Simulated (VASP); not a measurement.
**Hf: relaxation of cell and atoms with PBE**

The system is Hf.

```xyz
1
Lattice="2.3848 0.0000 0.0000 0.0000 2.3848 0.0000 0.0000 0.0000 2.3848" Properties=species:S:1:pos:R:3 pbc="T T T"
Hf    0.0000    0.0000    0.0000
```

```
Program                : VASP 6.6.1
Task                   : relaxation of cell and atoms
Functional             : PBE
Potentials or basis    : VASP PAW PBE potentials, release 64 (Hf_pv)
Cutoff                 : 600 eV
k mesh                 : 16 × 16 × 16
Occupations            : fermi-dirac, width 0.08 eV
Spin                   : no spin polarisation
Target pressure        : 140 GPa
Dipole correction      : no
Further INCAR settings : ALGO = Normal; EDIFF = 1e-06; IBRION = 2; EDIFFG = -0.005; NSW = 32; ISIF = 3
```

The relaxed volume is 13.48 Å³/atom, the relaxed cell is a = 2.380 Å, b = 2.380 Å, c = 2.380 Å, α = 90.00°, β = 90.00°, γ = 90.00° and the space group after relaxing (to 0.05 Å) is Pm-3m (No. 221). The energy change on relaxing (the enthalpy is what falls) is +68.8 meV/atom. The ionic steps are 3. The pressure after relaxing is 140.0 GPa. The band gap on the k mesh is zero (band 5 reaches 10.15 eV, above the bottom of band 6 at 4.46 eV).

The path:
```
step  energy change (eV)  largest force (eV/Å)  pressure (GPa)  volume (Å³)
   1              0.0000                0.0000          136.90        13.56
   2              0.4666                0.0000          157.76        13.05
   3              0.0688                0.0000          139.95        13.48
```

Final structure:
```
Hf
1.0
     2.38013    0.00000    0.00000
     0.00000    2.38013    0.00000
     0.00000    0.00000    2.38013
Hf
1
Direct
  0.00000 0.00000 0.00000
```

Levels at points of the mesh, in eV from the Fermi level:
| k point | band 2 | band 3 | band 4 | band 5 | band 6 | band 7 | band 8 | band 9 |
| --- | --- | --- | --- | --- | --- | --- | --- | --- |
| (0.00, 0.00, 0.00) | -28.11 | -28.11 | -7.81 | -3.75 | -3.75 | 11.86 | 11.86 | 11.86 |
| (0.50, 0.00, 0.00) | -27.61 | -27.61 | -3.07 | -1.92 | 1.90 | 4.19 | 4.19 | 12.83 |
| (0.50, 0.50, 0.00) | -31.96 | -27.14 | -7.05 | -0.24 | 5.89 | 5.89 | 9.57 | 9.57 |
| (0.50, 0.50, 0.50) | -31.24 | -31.24 | -4.15 | -4.15 | -4.15 | 6.53 | 14.41 | 17.68 |

It took 23 s on 1 thread of Intel(R) Xeon(R) Platinum 8488C (Sapphire Rapids) (shared host), peak memory 0.15 GiB.

Caveat: the cell is relaxed towards a set pressure, so the enthalpy falls and the energy may rise; spin-orbit coupling is left out, which moves the levels of the heavy elements.
